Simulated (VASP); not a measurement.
# HfSeS4 (F-43m) in VASP: notebook

Runs on HfSeS4. Level: PBE. Tasks: relaxation of cell and atoms.

Program: VASP 6.6.1. These are calculated values, not measurements. Logs are shortened: lines on timing, memory, paths and dates and some standing lists are left out, and cuts for length are marked.

## Step 1: The cell of the first run

It takes space group F-43m (No. 216, cubic). Conventional cell: a = 8.121 Å, b = 8.121 Å, c = 8.121 Å, α = 90.00°, β = 90.00°, γ = 90.00°. Within 4.4 Å of Hf (site symmetry -43m) lie 12 S at 3.37 Å and 4 Se at 3.52 Å. Se (site symmetry -43m) has 12 S at 3.37 Å and 4 Hf at 3.52 Å within 4.4 Å. Within 3.8 Å of S (site symmetry 3m) lie 6 S at 2.86 to 2.88 Å and 3 Se at 3.37 Å and 3 Hf at 3.37 Å.

## Step 2: Relaxation of cell and atoms, PBE

INCAR

```
PREC = Accurate
ENCUT = 600
EDIFF = 1E-6
ISMEAR = 0
SIGMA = 0.1
LREAL = False
LASPH = True
NELM = 80
ALGO = Normal
ISIF = 3
LWAVE = False
LCHARG = False
GGA = PE
IBRION = 2
NSW = 90
EDIFFG = -0.04
```

KPOINTS

```
Automatic mesh
0
Gamma
  4 4 4
```

POSCAR

```
HfSeS4
1.0
    0.0000000000      4.0606563200      4.0606563200
    4.0606563200      0.0000000000      4.0606563200
    4.0606563200      4.0606563200      0.0000000000
Hf Se S
1 1 4
Direct
    0.7500000000      0.7500000000      0.7500000000
    0.0000000000      0.0000000000      0.0000000000
    0.8765038300      0.3744987200      0.3744987200
    0.3744987200      0.3744987200      0.3744987200
    0.3744987200      0.8765038300      0.3744987200
    0.3744987200      0.3744987200      0.8765038300
```

Potentials or basis: VASP PAW PBE potentials, release 64 (Hf_pv, Se, S).

Launch:

```console
cat potpaw_PBE.64/Hf_pv/POTCAR potpaw_PBE.64/Se/POTCAR potpaw_PBE.64/S/POTCAR > POTCAR
mpirun -np 1 vasp_std > vasp.out
```

OUTCAR:

```text
PREC = Accurate
   ENCUT = 600
   EDIFF = 1E-6
   ISMEAR = 0
   LREAL = False
   LASPH = True
   NELM = 80
   ISIF = 3
   GGA = PE
   IBRION = 2
   NSW = 90
   EDIFFG = -0.04

 ion  position               nearest neighbor table
   1  0.750  0.750  0.750-
   2  0.000  0.000  0.000-
   3  0.877  0.374  0.374-
   4  0.374  0.374  0.374-
   5  0.374  0.877  0.374-
   6  0.374  0.374  0.877-

  LATTYP: Found a face centered cubic cell.
 ALAT       =     8.1213126400

  Lattice vectors:

 A1 = (   0.0000000000,   4.0606563200,   4.0606563200)
 A2 = (   4.0606563200,   0.0000000000,   4.0606563200)
 A3 = (   4.0606563200,   4.0606563200,   0.0000000000)

Analysis of symmetry for initial positions (statically):
=====================================================================
 Subroutine PRICEL returns:
 Original cell was already a primitive cell.

 Routine SETGRP: Setting up the symmetry group for a
 face centered cubic supercell.

 Subroutine GETGRP returns: Found 24 space group operations
 (whereof 24 operations were pure point group operations)
 out of a pool of 48 trial point group operations.

The static configuration has the point symmetry T_d .

Analysis of symmetry for dynamics (positions and initial velocities):
=====================================================================
 Subroutine PRICEL returns:
 Original cell was already a primitive cell.

 Routine SETGRP: Setting up the symmetry group for a
 face centered cubic supercell.

 Subroutine GETGRP returns: Found 24 space group operations
 (whereof 24 operations were pure point group operations)
 out of a pool of 48 trial point group operations.

The dynamic configuration has the point symmetry T_d .

 Subroutine INISYM returns: Found 24 space group operations
 (whereof 24 operations are pure point group operations),
 and found     1 'primitive' translations

----------------------------------------------------------------------------------------

                                     Primitive cell

  volume of cell :     133.9118

  direct lattice vectors                    reciprocal lattice vectors
     0.000000000  4.060656320  4.060656320    -0.123132804  0.123132804  0.123132804
     4.060656320  0.000000000  4.060656320     0.123132804 -0.123132804  0.123132804
     4.060656320  4.060656320  0.000000000     0.123132804  0.123132804 -0.123132804

  length of vectors
     5.742635240  5.742635240  5.742635240     0.213272273  0.213272273  0.213272273

  position of ions in fractional coordinates (direct lattice)
     0.750000000  0.750000000  0.750000000
     0.000000000  0.000000000  0.000000000
     0.876503830  0.374498720  0.374498720
     0.374498720  0.374498720  0.374498720
     0.374498720  0.876503830  0.374498720
     0.374498720  0.374498720  0.876503830

  ion indices of the primitive-cell ions
   primitive index   ion index
                 1           1
                 2           2
                 3           3
                 4           4
                 5           5
                 6           6

----------------------------------------------------------------------------------------

 KPOINTS: Automatic mesh

Automatic generation of k-mesh.
 Grid dimensions read from file:
 generate k-points for:    4    4    4

 Generating k-lattice:

  Cartesian coordinates                     Fractional coordinates (reciprocal lattice)
    -0.030783201  0.030783201  0.030783201     0.250000000  0.000000000  0.000000000
     0.030783201 -0.030783201  0.030783201     0.000000000  0.250000000  0.000000000
     0.030783201  0.030783201 -0.030783201     0.000000000  0.000000000  0.250000000

  Length of vectors
     0.053318068  0.053318068  0.053318068

  Shift w.r.t. Gamma in fractional coordinates (k-lattice)
     0.000000000  0.000000000  0.000000000

 Subroutine IBZKPT returns following result:
 ===========================================

 Found      8 irreducible k-points:

 Following reciprocal coordinates:
            Coordinates               Weight
  0.000000  0.000000  0.000000      1.000000
  0.250000  0.000000  0.000000      8.000000
  0.500000  0.000000  0.000000      4.000000
  0.250000  0.250000  0.000000      6.000000
  0.500000  0.250000  0.000000     24.000000
 -0.250000  0.250000  0.000000     12.000000
  0.500000  0.500000  0.000000      3.000000
 -0.250000  0.500000  0.250000      6.000000
   k-points           NKPTS =      8   k-points in BZ     NKDIM =      8   number of bands    NBANDS=     24
   number of dos      NEDOS =    301   number of ions     NIONS =      6
   total plane-waves  NPLWV = 110592
   dimension x,y,z NGX =    48 NGY =   48 NGZ =   48
   dimension x,y,z NGXF=    96 NGYF=   96 NGZF=   96
   ions per type =               1   1   4
   NGX,Y,Z   is equivalent  to a cutoff of  13.90, 13.90, 13.90 a.u.
   NGXF,Y,Z  is equivalent  to a cutoff of  27.79, 27.79, 27.79 a.u.
 SYSTEM =  unknown system
   PREC   = accura    normal or accurate (medium, high low for compatibility)
   ISTART =      0    job   : 0-new  1-cont  2-samecut
   ICHARG =      2    charge: 1-file 2-atom 10-const
   ISPIN  =      1    spin polarized calculation?
   LNONCOLLINEAR =      F non collinear calculations
   LSORBIT =      F    spin-orbit coupling
   LASPH  =      T    aspherical Exc in radial PAW
   ENCUT  =  600.0 eV  44.10 Ry    6.64 a.u.  11.47 11.47 11.47*2*pi/ulx,y,z
   NELM   =     80;   NELMIN=  2; NELMDL= -5     # of ELM steps
   EDIFF  = 0.1E-05   stopping-criterion for ELM
   LREAL  =      F    real-space projection
   EDIFFG = -.4E-01   stopping-criterion for IOM
   NSW    =     90    number of steps for IOM
   IBRION =      2    ionic relax: 0-MD 1-quasi-New 2-CG
   NFREE  =      1    steps in history (QN), initial steepest desc. (CG)
   ISIF   =      3    stress and relaxation
   ISYM   =      2    0-nonsym 1-usesym 2-fastsym
   POTIM  = 0.5000    time-step for ionic-motion
   TEBEG  =    0.0;   TEEND  =   0.0 temperature during run
   PSTRESS=    0.0 pullay stress
   NELECT =      40.0000    total number of electrons
   NUPDOWN=      -1.0000    fix difference up-down
   EMIN   =  10.00;   EMAX   =-10.00  energy-range for DOS
   EFERMI =   0.00;   METHOD = LEGACY
   ISMEAR =     0;   SIGMA  =   0.10  broadening in eV -4-tet -1-fermi 0-gaus
   EFERMI_NEDOS =   21; number of points for ismear=-14 and -15
   IALGO  =     38    algorithm
   IMIX   =      4    mixing-type and parameters
     AMIX     =   0.40;   BMIX     =  1.00
     AMIX_MAG =   1.60;   BMIX_MAG =  1.00
  volume/ion in A,a.u.               =      22.32       150.61
  Fermi-wavevector in a.u.,A,eV,Ry     =   1.094348  2.068017 16.294290  1.197597
  Thomas-Fermi vector in A             =   2.230650
   LORBIT       =      0    0 simple, 1 ext, 2 COOP (PROOUT), +10 PAW based schemes
   GGA     = PE    functional components
   LHFCALC =     F    Hartree Fock is set to
   AEXX    =    0.0000 exact exchange contribution
   IVDW    =     0    specifies the selected vdW correction
   LEPSILON=     F    determine dielectric tensor
   LRPA    =     F    only Hartree local field effects (RPA)
 conjugate gradient relaxation of ions
 non-spin polarized calculation
 Gauss-broadening in eV      SIGMA  =   0.10
  energy-cutoff  :      600.00
  volume of cell :      133.91
 maximum number of plane-waves:      4520
 NGX is ok and might be reduce to    48
   NGX = 23   NGY = 23   NGZ = 23

--------------------------------------- Ionic step        1  -------------------------------------------

 number of electron      40.0000002 magnetization

 Free energy of the ion-electron system (eV)
  ---------------------------------------------------
  ext. energy  EPLUGINS =         0.00000000
  ---------------------------------------------------
  free energy    TOTEN  =       -25.02643806 eV

  energy without entropy =      -24.98638026  energy(sigma->0) =      -25.00640916

 E-fermi :   4.2254     XC(G=0):  -9.9734

 val. band max:        4.2182542746   @ k =   0.5000   0.0000   0.0000
 cond. band min:       4.2610869149   @ k =   0.2500   0.2500   0.0000
 fundamental gap:      0.0428326404
 Fermi energy:         4.2253928148

 k-point     1 :       0.0000    0.0000    0.0000
  band No.  band energies     occupation
      1     -28.8157      2.00000
      2     -28.8157      2.00000
      3     -28.8157      2.00000
      4     -10.3342      2.00000
      5      -7.1850      2.00000
      6      -7.1501      2.00000
[... 16 lines left out ...]
     23       5.8122      0.00000
     24       5.8123      0.00000

 k-point     2 :       0.2500    0.0000    0.0000
  band No.  band energies     occupation
      1     -28.8159      2.00000
      2     -28.8157      2.00000
      3     -28.8157      2.00000
      4     -10.0706      2.00000
      5      -7.8182      2.00000
      6      -7.1831      2.00000
[... 16 lines left out ...]
     23       5.5072      0.00000
     24       5.5072      0.00000
[... 333 lines left out ...]
 VOLUME and BASIS-vectors are now :
 -----------------------------------------------------------------------------
  energy-cutoff  :      600.00
  volume of cell :      102.74
      direct lattice vectors                 reciprocal lattice vectors
     0.000000000  3.717433392  3.717433392    -0.134501401  0.134501401  0.134501401
     3.717433392 -0.000000000  3.717433392     0.134501401 -0.134501401  0.134501401
     3.717433392  3.717433392  0.000000000     0.134501401  0.134501401 -0.134501401

 POSITION                                       TOTAL-FORCE (eV/Angst)
 -----------------------------------------------------------------------------------
      5.57615      5.57615      5.57615         0.000000      0.000000      0.000000
      7.43487      3.71743      3.71743         0.000000      0.000000      0.000000
      2.79717      4.63770      4.63770         0.062956     -0.062956     -0.062956
      2.79717      2.79717      2.79717         0.062956      0.062956      0.062956
      4.63770      2.79717      4.63770        -0.062956      0.062956     -0.062956
      4.63770      4.63770      2.79717        -0.062956     -0.062956      0.062956
 -----------------------------------------------------------------------------------
    total drift:                                0.000038      0.000038      0.000038

  FREE ENERGIE OF THE ION-ELECTRON SYSTEM (eV)
  ---------------------------------------------------
  free  energy   TOTEN  =       -26.7821212945 eV

  energy  without entropy=      -26.7628413473  energy(sigma->0) =      -26.77248132

--------------------------------------- Ionic step        6  -------------------------------------------

 number of electron      40.0000001 magnetization

 Free energy of the ion-electron system (eV)
  ---------------------------------------------------
  ext. energy  EPLUGINS =         0.00000000
  ---------------------------------------------------
  free energy    TOTEN  =       -26.78412264 eV

  energy without entropy =      -26.76583729  energy(sigma->0) =      -26.77497996

 E-fermi :   7.2694     XC(G=0): -11.1917

 val. band max:        7.2076778859   @ k =   0.5000   0.0000   0.0000
 cond. band min:       7.2892239788   @ k =  -0.2500   0.5000   0.2500
 fundamental gap:      0.0815460930
 Fermi energy:         7.2694313218

 k-point     1 :       0.0000    0.0000    0.0000
  band No.  band energies     occupation
      1     -25.0957      2.00000
      2     -25.0957      2.00000
      3     -25.0957      2.00000
      4      -9.5777      2.00000
      5      -4.5973      2.00000
      6      -4.5966      2.00000
[... 16 lines left out ...]
     23       9.5076      0.00000
     24       9.5076      0.00000

 k-point     2 :       0.2500    0.0000    0.0000
  band No.  band energies     occupation
      1     -25.0976      2.00000
      2     -25.0959      2.00000
      3     -25.0959      2.00000
      4      -9.2105      2.00000
      5      -5.9406      2.00000
      6      -4.6888      2.00000
[... 16 lines left out ...]
     23       9.1590      0.00000
     24       9.1590      0.00000
[... 165 lines left out ...]
  FORCE on cell =-STRESS in cart. coord.  units (eV):
  Direction    XX          YY          ZZ          XY          YZ          ZX
  --------------------------------------------------------------------------------------
  -------------------------------------------------------------------------------------
  Total       -0.1995222     -0.1995222     -0.1995222     -0.0000000     -0.0000000     -0.0000000
  in kB       -3.1118627     -3.1118627     -3.1118627     -0.0000000     -0.0000000     -0.0000000
  external PRESSURE =      -3.1118627 kB  Pullay stress =       0.0000000 kB

 VOLUME and BASIS-vectors are now :
 -----------------------------------------------------------------------------
  energy-cutoff  :      600.00
  volume of cell :      102.73
      direct lattice vectors                 reciprocal lattice vectors
     0.000000000  3.717210256  3.717210256    -0.134509475  0.134509475  0.134509475
     3.717210256 -0.000000000  3.717210256     0.134509475 -0.134509475  0.134509475
     3.717210256  3.717210256  0.000000000     0.134509475  0.134509475 -0.134509475

 POSITION                                       TOTAL-FORCE (eV/Angst)
 -----------------------------------------------------------------------------------
      5.57582      5.57582      5.57582         0.000000      0.000000      0.000000
      0.00000      3.71721      3.71721         0.000000      0.000000      0.000000
      2.80213      4.63229      4.63229         0.000238     -0.000238     -0.000238
      2.80213      2.80213      2.80213         0.000238      0.000238      0.000238
      4.63229      2.80213      4.63229        -0.000238      0.000238     -0.000238
      4.63229      4.63229      2.80213        -0.000238     -0.000238      0.000238
 -----------------------------------------------------------------------------------
    total drift:                                0.000038      0.000038      0.000038

  FREE ENERGIE OF THE ION-ELECTRON SYSTEM (eV)
  ---------------------------------------------------
  free  energy   TOTEN  =       -26.7841226379 eV

  energy  without entropy=      -26.7658372895  energy(sigma->0) =      -26.77497996

 reached required accuracy - stopping structural energy minimisation
```

Wall time 2.2 min (1 thread of AMD EPYC 9R45 (Zen 5), shared host); peak memory 0.32 GiB.

What came out:

```yaml
Free_energy: -26.7841 eV
Relaxed_volume: 17.12 Å³/atom
Relaxed_cell: a = 5.257 Å, b = 5.257 Å, c = 5.257 Å, α = 60.00°, β = 60.00°, γ = 60.00°
Space_group_after_relaxing_to_0.05_Å: F-43m (No. 216)
Energy_gained_by_relaxing: 292.9 meV/atom
Ionic_steps: 6
Pressure_after_relaxing: -0.3 GPa
Band_gap_on_the_k_mesh: zero (band 20 reaches 8.51 eV, above the bottom of band 21 at 6.49 eV)
```

The path:
```
step  energy change (eV)  largest force (eV/Å)  pressure (GPa)  volume (Å³)
   1              0.0000                0.2431          -13.81       133.91
   2             -1.7314                0.2629            2.27        99.98
   3             -1.7468                0.2682            0.15       102.19
   4             -1.7462                0.2695           -0.37       102.77
   5             -1.7557                0.1090           -0.35       102.74
   6             -1.7577                0.0004           -0.31       102.73
```

Final structure:
```xyz
6
Lattice="0.0000 3.7172 3.7172 3.7172 0.0000 3.7172 3.7172 3.7172 0.0000" Properties=species:S:1:pos:R:3 pbc="T T T"
Hf    5.5758    5.5758    5.5758
Se    0.0000    3.7172    3.7172
S     2.8021    4.6323    4.6323
S     2.8021    2.8021    2.8021
S     4.6323    2.8021    4.6323
S     4.6323    4.6323    2.8021
```

Levels at points of the mesh, in eV from the Fermi level:
```
           k point  band 15  band 16  band 17  band 18  band 19  band 20  band 21  band 22  band 23  band 24
(0.00, 0.00, 0.00)    -1.99    -1.99    -1.99     0.67     1.24     1.24     1.24     2.24     2.24     2.24
(0.50, 0.00, 0.00)    -2.93    -2.74    -2.74    -1.00    -0.06    -0.06     1.12     1.32     1.49     1.49
(0.50, 0.50, 0.00)    -3.04    -3.04    -2.62    -2.59    -1.00    -0.78    -0.78     1.89     1.89     1.93
```

Caveat: the volume moved by over 15 % at a fixed basis, so the end points are rough; spin-orbit coupling is left out, which moves the levels of the heavy elements.

## Step 3: Relaxation of cell and atoms, PBE

This run uses another cell than the first one, of 17.11 Å³/atom, 0.766 times its volume.

INCAR

```
ALGO = Normal
EDIFF = 1E-6
EDIFFG = -0.01
ENCUT = 600
GGA = PE
IBRION = 2
ISIF = 3
ISMEAR = 0
LASPH = True
LCHARG = False
LREAL = False
LWAVE = False
NELM = 80
NSW = 100
PREC = Accurate
SIGMA = 0.1
```

KPOINTS

```
k-points
0
Gamma
  10 10 10
```

POSCAR

```
HfSeS4
1.0
    0.0000000000      3.7161946020      3.7161946020
    3.7161946020      0.0000000000      3.7161946020
    3.7161946020      3.7161946020      0.0000000000
Hf Se S
1 1 4
Direct
    0.2500000000      0.2500000000      0.2500000000
    0.0000000000      0.0000000000      0.0000000000
    0.6232146513      0.6232146513      0.1303560461
    0.6232146513      0.1303560461      0.6232146513
    0.1303560461      0.6232146513      0.6232146513
    0.6232146513      0.6232146513      0.6232146513
```

Potentials or basis: VASP PAW PBE potentials, release 64 (Hf_pv, Se, S).

Launch:

```console
cat potpaw_PBE.64/Hf_pv/POTCAR potpaw_PBE.64/Se/POTCAR potpaw_PBE.64/S/POTCAR > POTCAR
mpirun -np 1 vasp_std > vasp.out
```

It took 4.6 min on 1 thread of AMD EPYC 9R45 (Zen 5), shared host; peak memory 0.34 GiB.

The run converged. Its results:

```yaml
Free_energy: -27.0248 eV
Relaxed_volume: 16.96 Å³/atom
Relaxed_cell: a = 5.241 Å, b = 5.241 Å, c = 5.241 Å, α = 60.00°, β = 60.00°, γ = 60.00°
Space_group_after_relaxing_to_0.05_Å: F-43m (No. 216)
Energy_gained_by_relaxing: 1.0 meV/atom
Ionic_steps: 5
Pressure_after_relaxing: 0.0 GPa
Band_gap_on_the_k_mesh: zero (band 20 reaches 8.60 eV, above the bottom of band 21 at 6.63 eV)
```

The path:
| step | energy change (eV) | largest force (eV/Å) | pressure (GPa) | volume (Å³) |
| --- | --- | --- | --- | --- |
| 1 | 0.0000 | 0.1551 | -0.82 | 102.64 |
| 2 | -0.0049 | 0.0471 | 0.38 | 101.35 |
| 3 | -0.0050 | 0.0614 | 0.23 | 101.51 |
| 4 | -0.0057 | 0.0127 | 0.06 | 101.72 |
| 5 | -0.0057 | 0.0007 | 0.01 | 101.78 |

Final structure:
```cif
data_structure
_symmetry_space_group_name_H-M 'P 1'
_symmetry_Int_Tables_number 1
_cell_length_a 5.2407
_cell_length_b 5.2407
_cell_length_c 5.2407
_cell_angle_alpha 60.000
_cell_angle_beta 60.000
_cell_angle_gamma 60.000
_cell_volume 101.78
loop_
_atom_site_label
_atom_site_type_symbol
_atom_site_fract_x
_atom_site_fract_y
_atom_site_fract_z
_atom_site_occupancy
Hf1 Hf 0.25000 0.25000 0.25000 1
Se1 Se 0.00000 0.00000 0.00000 1
S1 S 0.62234 0.62234 0.13298 1
S2 S 0.62234 0.13298 0.62234 1
S3 S 0.13298 0.62234 0.62234 1
S4 S 0.62234 0.62234 0.62234 1
```

Levels at points of the mesh, in eV from the Fermi level:
| k point | band 16 | band 17 | band 18 | band 19 | band 20 | band 21 | band 22 | band 23 | band 24 |
| --- | --- | --- | --- | --- | --- | --- | --- | --- | --- |
| (0.00, 0.00, 0.00) | -2.09 | -2.09 | 0.56 | 1.10 | 1.10 | 1.10 | 2.15 | 2.15 | 2.15 |
| (0.50, 0.00, 0.00) | -2.88 | -2.88 | -1.04 | -0.17 | -0.17 | 1.01 | 1.18 | 1.39 | 1.39 |
| (0.50, 0.50, 0.00) | -3.24 | -2.86 | -2.81 | -1.06 | -0.87 | -0.87 | 1.77 | 1.77 | 1.83 |

Caveat: spin-orbit coupling is left out, which moves the levels of the heavy elements.
